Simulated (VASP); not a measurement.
Here is a VASP 6.6.1 calculation.

File INCAR:

```
SYSTEM = ZnCu2SnSe4
ALGO = Normal
EDIFF = 1E-6
EDIFFG = -0.01
ENCUT = 600
GGA = CA
IBRION = 2
ISIF = 3
ISMEAR = 1
KPAR = 4
LASPH = .True.
LCHARG = .False.
LREAL = .False.
LWAVE = .False.
NELM = 80
NSW = 90
PREC = Accurate
SIGMA = 0.1
```

File KPOINTS:

```
k-points
0
Gamma
  10 10 10
  0 0 0
```

The input POSCAR:

```
ZnCu2SnSe4
1.0
   -2.8856370000      2.8856370000      5.7398310000
    2.8856370000     -2.8856370000      5.7398310000
    2.8856370000      2.8856370000     -5.7398310000
Zn Cu Sn Se
1 2 1 4
Direct
    0.7500000000      0.2500000000      0.5000000000
    0.2500000000      0.7500000000      0.5000000000
    0.0000000000      0.0000000000      0.0000000000
    0.5000000000      0.5000000000      0.0000000000
    0.6297540000      0.6365340000      0.5262470000
    0.1102870000      0.1035070000      0.4737530000
    0.8964930000      0.3702460000      0.0067800000
    0.3634660000      0.8897130000      0.9932200000
```

Potentials or basis: VASP PAW LDA potentials, release 64 (Zn, Cu, Sn_d, Se).

Command:

```sh
$ cat potpaw_LDA.64/Zn/POTCAR potpaw_LDA.64/Cu/POTCAR potpaw_LDA.64/Sn_d/POTCAR potpaw_LDA.64/Se/POTCAR > POTCAR
$ mpirun -np 4 vasp_std > vasp.out
```

Question: Estimate the space group after relaxing (to 0.1 Å).

Answer: I-4 (No. 82).

Question: Estimate the relaxed cell.

Answer: a = 6.858 Å, b = 6.858 Å, c = 6.858 Å, α = 131.72°, β = 131.72°, γ = 70.68°.

Final structure:
```xyz
8
Lattice="-2.8049 2.8049 5.5946 2.8049 -2.8049 5.5946 2.8049 2.8049 -5.5946" Properties=species:S:1:pos:R:3 pbc="T T T"
Zn    0.0000    2.8049    2.7973
Cu    2.8049    0.0000    2.7973
Cu    0.0000    0.0000    0.0000
Sn    0.0000    0.0000    5.5946
Se    1.5213    1.4657    4.1287
Se    1.2836    1.3392   -1.4659
Se   -1.4657    1.5213    7.0605
Se    4.2706    1.2836    1.4659
```
